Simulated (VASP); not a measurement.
# TaAs (I4_1md) in VASP: single point with PBE

Aim: the single point of TaAs with PBE.

All numbers are computed with VASP 6.6.1; they aren't measurements. Logs are shortened: lines on timing, memory, paths and dates and some standing lists are left out, and cuts for length are marked.

## (1) The cell of the first run

Symmetry: I4_1md, No. 109, tetragonal system. The conventional cell has a = 3.463 Å, b = 3.463 Å, c = 11.735 Å, α = 90.00°, β = 90.00°, γ = 90.00°. Ta (site symmetry 2mm) has 6 As at 2.62 to 2.63 Å and 8 Ta at 3.41 to 3.46 Å within 3.5 Å. As (site symmetry 2mm) has 6 Ta at 2.62 to 2.63 Å and 8 As at 3.41 to 3.46 Å within 3.5 Å.

## (2) Single point, PBE

File INCAR:

```
SYSTEM = TaAs
  ALGO = Normal
  EDIFF = 1E-6
  ENCUT = 520
  GGA = PE
  ISIF = 2
  ISMEAR = 0
  ISYM = 0
  LASPH = .TRUE.
  LCHARG = .FALSE.
  LREAL = .FALSE.
  LWAVE = .FALSE.
  NBANDS = 24
  NELM = 60
  PREC = Accurate
  SIGMA = 0.1
```

File KPOINTS:

```
k-points
0
G
  10 10 6
  0 0 0
```

File POSCAR:

```
TaAs
1.0
    3.4628971703      0.0000000000      0.0000000000
    0.0000000000      3.4628971703      0.0000000000
    1.7314485851     -1.7314485851      5.8672939466
Ta As
2 2
Direct
    0.4998258004      1.0001741996      1.0003483992
    0.2498258004      0.7501741996      0.5003483992
    0.9175747796      0.5824252204      0.1648504408
    0.6675747796      0.3324252204      0.6648504408
```

Potentials or basis: VASP PAW PBE potentials, release 64 (Ta_pv, As).

Started as:

```sh
cat potpaw_PBE.64/Ta_pv/POTCAR potpaw_PBE.64/As/POTCAR > POTCAR
mpirun -np 1 vasp_std > vasp.out
```

OUTCAR:

```text
SYSTEM = TaAs
   EDIFF = 1E-6
   ENCUT = 520
   GGA = PE
   ISIF = 2
   ISMEAR = 0
   ISYM = 0
   LASPH = .TRUE.
   LREAL = .FALSE.
   NELM = 60
   PREC = Accurate

 ion  position               nearest neighbor table
   1  0.500  0.000  0.000-   4 2.62   4 2.62   3 2.63   3 2.63   3 2.63   3 2.63   2 3.41   2 3.41
                             2 3.41   2 3.41
   2  0.250  0.750  0.500-   3 2.62   3 2.62   4 2.63   4 2.63   4 2.63   4 2.63   1 3.41   1 3.41
                             1 3.41   1 3.41
   3  0.918  0.582  0.165-   2 2.62   2 2.62   1 2.63   1 2.63   1 2.63   1 2.63
   4  0.668  0.332  0.665-   1 2.62   1 2.62   2 2.63   2 2.63   2 2.63   2 2.63

IMPORTANT INFORMATION: All symmetrisations will be switched off!
NOSYMM: (Re-)initialisation of all symmetry stuff for point group C_1.

----------------------------------------------------------------------------------------

                                     Primitive cell

  volume of cell :      70.3586

  direct lattice vectors                    reciprocal lattice vectors
     3.462897170  0.000000000  0.000000000     0.288775540  0.000000000 -0.085218161
     0.000000000  3.462897170  0.000000000     0.000000000  0.288775540  0.085218161
     1.731448585 -1.731448585  5.867293947     0.000000000  0.000000000  0.170436322

  length of vectors
     3.462897170  3.462897170  6.357748553     0.301087109  0.301087109  0.170436322

  position of ions in fractional coordinates (direct lattice)
     0.499825800  0.000174200  0.000348399
     0.249825800  0.750174200  0.500348399
     0.917574780  0.582425220  0.164850441
     0.667574780  0.332425220  0.664850441

  ion indices of the primitive-cell ions
   primitive index   ion index
                 1           1
                 2           2
                 3           3
                 4           4

----------------------------------------------------------------------------------------

 KPOINTS: k-points

Automatic generation of k-mesh.
 Grid dimensions read from file:
 generate k-points for:   10   10    6

 Generating k-lattice:

  Cartesian coordinates                     Fractional coordinates (reciprocal lattice)
     0.028877554  0.000000000 -0.008521816     0.100000000  0.000000000 -0.000000000
     0.000000000  0.028877554  0.008521816     0.000000000  0.100000000  0.000000000
     0.000000000  0.000000000  0.028406054     0.000000000  0.000000000  0.166666667

  Length of vectors
     0.030108711  0.030108711  0.028406054

  Shift w.r.t. Gamma in fractional coordinates (k-lattice)
     0.000000000  0.000000000  0.000000000

 -----------------------------------------------------------------------------
|                                                                             |
|           W    W    AA    RRRRR   N    N  II  N    N   GGGG   !!!           |
|           W    W   A  A   R    R  NN   N  II  NN   N  G    G  !!!           |
|           W    W  A    A  R    R  N N  N  II  N N  N  G       !!!           |
|           W WW W  AAAAAA  RRRRR   N  N N  II  N  N N  G  GGG   !            |
|           WW  WW  A    A  R   R   N   NN  II  N   NN  G    G                |
|           W    W  A    A  R    R  N    N  II  N    N   GGGG   !!!           |
|                                                                             |
|     Your reciprocal lattice and k-lattice belong to different lattice       |
|     classes:                                                                |
|                                                                             |
|        The reciprocal lattice is body-centered tetragonal,                  |
|        whereas your k-lattice is base-centered monoclinic.                  |
|                                                                             |
|     Results are often still useful ...                                      |
|                                                                             |
 -----------------------------------------------------------------------------

 WARNING: IBZKPT: internal override: KBLOWUP is changed to .FALSE.
      ... skipping the blow-up phase ...

 Subroutine IBZKPT returns following result:
 ===========================================

 Found    304 irreducible k-points:

 Following reciprocal coordinates:
            Coordinates               Weight
  0.000000  0.000000  0.000000      1.000000
  0.100000  0.000000 -0.000000      2.000000
  0.200000  0.000000 -0.000000      2.000000
  0.300000  0.000000 -0.000000      2.000000
  0.400000  0.000000 -0.000000      2.000000
  0.500000  0.000000 -0.000000      1.000000
[... 16 lines left out ...]
 -0.400000  0.200000  0.000000      2.000000
 -0.300000  0.200000  0.000000      2.000000
 [... further k-points ...]
   k-points           NKPTS =    304   k-points in BZ     NKDIM =    304   number of bands    NBANDS=     24
   number of dos      NEDOS =    301   number of ions     NIONS =      4
   total plane-waves  NPLWV =  37632
   dimension x,y,z NGX =    28 NGY =   28 NGZ =   48
   dimension x,y,z NGXF=    56 NGYF=   56 NGZF=   96
   ions per type =               2   2
   NGX,Y,Z   is equivalent  to a cutoff of  13.44, 13.44, 12.55 a.u.
   NGXF,Y,Z  is equivalent  to a cutoff of  26.88, 26.88, 25.10 a.u.
 SYSTEM =  TaAs
   PREC   = accura    normal or accurate (medium, high low for compatibility)
   ISTART =      0    job   : 0-new  1-cont  2-samecut
   ICHARG =      2    charge: 1-file 2-atom 10-const
   ISPIN  =      1    spin polarized calculation?
   LNONCOLLINEAR =      F non collinear calculations
   LSORBIT =      F    spin-orbit coupling
   LASPH  =      T    aspherical Exc in radial PAW
   ENCUT  =  520.0 eV  38.22 Ry    6.18 a.u.   6.44  6.44 11.82*2*pi/ulx,y,z
   NELM   =     60;   NELMIN=  2; NELMDL= -5     # of ELM steps
   EDIFF  = 0.1E-05   stopping-criterion for ELM
   LREAL  =      F    real-space projection
   EDIFFG = 0.1E-04   stopping-criterion for IOM
   NSW    =      0    number of steps for IOM
   IBRION =     -1    ionic relax: 0-MD 1-quasi-New 2-CG
   NFREE  =      0    steps in history (QN), initial steepest desc. (CG)
   ISIF   =      2    stress and relaxation
   ISYM   =      0    0-nonsym 1-usesym 2-fastsym
   POTIM  = 0.5000    time-step for ionic-motion
   TEBEG  =    0.0;   TEEND  =   0.0 temperature during run
   PSTRESS=    0.0 pullay stress
   NELECT =      32.0000    total number of electrons
   NUPDOWN=      -1.0000    fix difference up-down
   EMIN   =  10.00;   EMAX   =-10.00  energy-range for DOS
   EFERMI =   0.00;   METHOD = LEGACY
   ISMEAR =     0;   SIGMA  =   0.10  broadening in eV -4-tet -1-fermi 0-gaus
   EFERMI_NEDOS =   21; number of points for ismear=-14 and -15
   IALGO  =     38    algorithm
   IMIX   =      4    mixing-type and parameters
     AMIX     =   0.40;   BMIX     =  1.00
     AMIX_MAG =   1.60;   BMIX_MAG =  1.00
  volume/ion in A,a.u.               =      17.59       118.70
  Fermi-wavevector in a.u.,A,eV,Ry     =   1.258981  2.379129 21.565682  1.585033
  Thomas-Fermi vector in A             =   2.392563
   LORBIT       =      0    0 simple, 1 ext, 2 COOP (PROOUT), +10 PAW based schemes
   GGA     = PE    functional components
   LHFCALC =     F    Hartree Fock is set to
   AEXX    =    0.0000 exact exchange contribution
   IVDW    =     0    specifies the selected vdW correction
   LEPSILON=     F    determine dielectric tensor
   LRPA    =     F    only Hartree local field effects (RPA)
 non-spin polarized calculation
 Gauss-broadening in eV      SIGMA  =   0.10
  energy-cutoff  :      520.00
  volume of cell :       70.36
 maximum number of plane-waves:      1930
 NGX is ok and might be reduce to    28
   NGX = 13   NGY = 13   NGZ = 23

 number of electron      31.9999999 magnetization

 Free energy of the ion-electron system (eV)
  ---------------------------------------------------
  ext. energy  EPLUGINS =         0.00000000
  ---------------------------------------------------
  free energy    TOTEN  =       -35.11333565 eV

  energy without entropy =      -35.11065481  energy(sigma->0) =      -35.11199523

 E-fermi :   6.8606     XC(G=0): -11.8559

 val. band max:        6.8512840753   @ k =   0.0000   0.3000   0.1667
 cond. band min:       6.8620566589   @ k =   0.4000   0.0000   0.5000
 fundamental gap:      0.0107725835
 Fermi energy:         6.8606071531

 k-point     1 :       0.0000    0.0000    0.0000
  band No.  band energies     occupation
      1     -28.1329      2.00000
      2     -28.1024      2.00000
      3     -28.1024      2.00000
      4     -27.9570      2.00000
      5     -27.9570      2.00000
      6     -27.9033      2.00000
[... 16 lines left out ...]
     23      10.8964      0.00000
     24      10.8966      0.00000

 k-point     2 :       0.1000    0.0000   -0.0000
  band No.  band energies     occupation
      1     -28.1320      2.00000
      2     -28.1124      2.00000
      3     -28.1011      2.00000
      4     -27.9709      2.00000
      5     -27.9554      2.00000
      6     -27.9049      2.00000
[... 16 lines left out ...]
     23      10.6203      0.00000
     24      11.3469      0.00000

 k-point     3 :       0.2000    0.0000   -0.0000
  band No.  band energies     occupation
      1     -28.1616      2.00000
      2     -28.1064      2.00000
      3     -28.0976      2.00000
      4     -28.0052      2.00000
      5     -27.9512      2.00000
      6     -27.9111      2.00000
[... 16 lines left out ...]
     23      11.1303      0.00000
     24      12.3038      0.00000

 k-point     4 :       0.3000    0.0000   -0.0000
  band No.  band energies     occupation
      1     -28.2084      2.00000
      2     -28.0932      2.00000
      3     -28.0909      2.00000
      4     -28.0413      2.00000
      5     -27.9459      2.00000
      6     -27.9221      2.00000
[... 16 lines left out ...]
     23      11.3200      0.00000
     24      12.9801      0.00000

 k-point     5 :       0.4000    0.0000   -0.0000
  band No.  band energies     occupation
      1     -28.2464      2.00000
      2     -28.0977      2.00000
      3     -28.0897      2.00000
      4     -28.0464      2.00000
      5     -27.9417      2.00000
      6     -27.9348      2.00000
[... 16 lines left out ...]
     23      11.5745      0.00000
     24      13.0239      0.00000

 k-point     6 :       0.5000    0.0000   -0.0000
  band No.  band energies     occupation
      1     -28.2609      2.00000
      2     -28.1071      2.00000
      3     -28.0884      2.00000
      4     -28.0400      2.00000
      5     -27.9412      2.00000
      6     -27.9401      2.00000
[... 16 lines left out ...]
     23      11.8746      0.00000
     24      13.1381      0.00000
[... 379 lines left out ...]
 k-point    21 :       0.4000    0.2000   -0.0000
  band No.  band energies     occupation
      1     -28.2382      2.00000
      2     -28.1440      2.00000
      3     -28.0860      2.00000
      4     -28.0420      2.00000
      5     -27.9875      2.00000
      6     -27.9269      2.00000
[... 16 lines left out ...]
     23      11.1408      0.00000
     24      13.0131      0.00000

 k-point    22 :       0.5000    0.2000   -0.0000
  band No.  band energies     occupation
      1     -28.2527      2.00000
      2     -28.1428      2.00000
      3     -28.0957      2.00000
      4     -28.0292      2.00000
      5     -27.9851      2.00000
      6     -27.9391      2.00000
[... 16 lines left out ...]
     23      11.0712      0.00000
     24      12.3794      0.00000

 k-point    23 :      -0.4000    0.2000    0.0000
  band No.  band energies     occupation
      1     -28.2389      2.00000
      2     -28.1447      2.00000
      3     -28.0848      2.00000
      4     -28.0280      2.00000
      5     -27.9861      2.00000
      6     -27.9426      2.00000
[... 16 lines left out ...]
     23      11.4150      0.00000
     24      12.0800      0.00000

 k-point    24 :      -0.3000    0.2000    0.0000
  band No.  band energies     occupation
      1     -28.2017      2.00000
      2     -28.1492      2.00000
      3     -28.0668      2.00000
      4     -28.0300      2.00000
      5     -27.9902      2.00000
      6     -27.9350      2.00000
[... 16 lines left out ...]
     23      11.4662      0.00000
     24      12.2112      0.00000

 [... further k-points ...]
[... 5 lines left out ...]
  --------------------------------------------------------------------------------------
  -------------------------------------------------------------------------------------
  Total        0.2054578      0.2054846      0.2009209      0.0000606      0.0027249     -0.0027257
  in kB        4.6786030      4.6792132      4.5752897      0.0013792      0.0620498     -0.0620690
  external PRESSURE =       4.6443686 kB  Pullay stress =       0.0000000 kB

 VOLUME and BASIS-vectors are now :
 -----------------------------------------------------------------------------
  energy-cutoff  :      520.00
  volume of cell :       70.36
      direct lattice vectors                 reciprocal lattice vectors
     3.462897170  0.000000000  0.000000000     0.288775540  0.000000000 -0.085218161
     0.000000000  3.462897170  0.000000000     0.000000000  0.288775540  0.085218161
     1.731448585 -1.731448585  5.867293947     0.000000000  0.000000000  0.170436322

 POSITION                                       TOTAL-FORCE (eV/Angst)
 -----------------------------------------------------------------------------------
      1.73145      0.00000      0.00204        -0.001347     -0.001004      0.005286
      1.73145      1.73145      2.93569         0.001004      0.001347      0.005287
      3.46290      1.73145      0.96723         0.000305     -0.000038     -0.005271
      3.46290      0.00000      3.90087         0.000038     -0.000305     -0.005302
 -----------------------------------------------------------------------------------
    total drift:                               -0.000028      0.000028      0.000017

  FREE ENERGIE OF THE ION-ELECTRON SYSTEM (eV)
  ---------------------------------------------------
  free  energy   TOTEN  =       -35.1133356543 eV

  energy  without entropy=      -35.1106548053  energy(sigma->0) =      -35.11199523
```

It took 4.5 min on 1 thread of Intel Xeon Platinum 8488C (Sapphire Rapids), shared host; peak memory 0.54 GiB.

What came out:

```
Free energy            : -35.1133 eV
Pressure               : 0.5 GPa
Largest force          : 0.006 eV/Å
Band gap on the k mesh : 0.01 eV (least direct gap 0.02 eV)
```

Forces in eV/Å, atoms in the order of the input:
```
Ta  -0.001 -0.001  0.005
Ta   0.001  0.001  0.005
As   0.000  0.000 -0.005
As   0.000  0.000 -0.005
```

Caveat: spin-orbit coupling is left out, which moves the levels of the heavy elements.
